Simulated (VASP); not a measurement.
Input of a VASP 6.6.1 run:

INCAR

```
SYSTEM = Se
ALGO     = Normal         ! electronic algorithm
EDIFF    = 1E-7           ! SCF threshold, eV
EDIFFG   = -0.005         ! ionic threshold
ENCUT    = 600            ! plane-wave cutoff, eV
GGA      = PE             ! functional
IBRION   = 2              ! ionic algorithm
ISIF     = 3              ! what is computed and relaxed
ISMEAR   = -1             ! smearing method
LASPH    = .TRUE.         ! aspherical terms in the spheres
LCHARG   = .FALSE.        ! write CHGCAR
LREAL    = .FALSE.        ! projectors in reciprocal space
LWAVE    = .FALSE.        ! write WAVECAR
NELM     = 100            ! most SCF steps
NSW      = 32             ! ionic steps
PREC     = Accurate       ! precision mode
PSTRESS  = 2200.0       
SIGMA    = 0.1            ! smearing width, eV
```

KPOINTS

```
k-points
0
G
  18 18 10
  0 0 0
```

The input POSCAR:

```
Se
1.0
    2.4957520216      0.0000000000      0.0000000000
   -1.2478760108      2.1613846523      0.0000000000
    0.0000000000      0.0000000000      3.8118994953
Se
2
Direct
    0.3333333333      0.6666666667      0.2500000000
    0.6666666667      0.3333333333      0.7500000000
```

Potentials or basis: VASP PAW PBE potentials, release 64 (Se).

The run is started by

```console
$ cat potpaw_PBE.64/Se/POTCAR > POTCAR
$ mpirun -np 1 vasp_std > vasp.out
```

Problem. Estimate the space group after relaxing (to 0.1 Å).

Solution. P6_3/mmc (No. 194).

Problem. Predict the relaxed cell.

Solution. a = 2.498 Å, b = 2.498 Å, c = 3.819 Å, α = 90.00°, β = 90.00°, γ = 120.00°.

Problem. Estimate the band gap on the k mesh.

Solution. Zero (bands 6 and 7 overlap by 11.35 eV).

Problem. Estimate the relaxed volume.

Solution. 10.32 Å³/atom.

Step by step:
```csv
step,energy change (eV),largest force (eV/Å),pressure (GPa),volume (Å³)
1,0.0000,0.0000,223.30,20.56
2,-0.8392,0.0000,199.41,21.20
3,-0.1167,0.0000,219.96,20.65
4,-0.1144,0.0000,220.01,20.65
5,-0.1131,0.0000,220.04,20.64
```

Caveat: the cell is relaxed towards a set pressure, so the run minimises the enthalpy, not the energy.
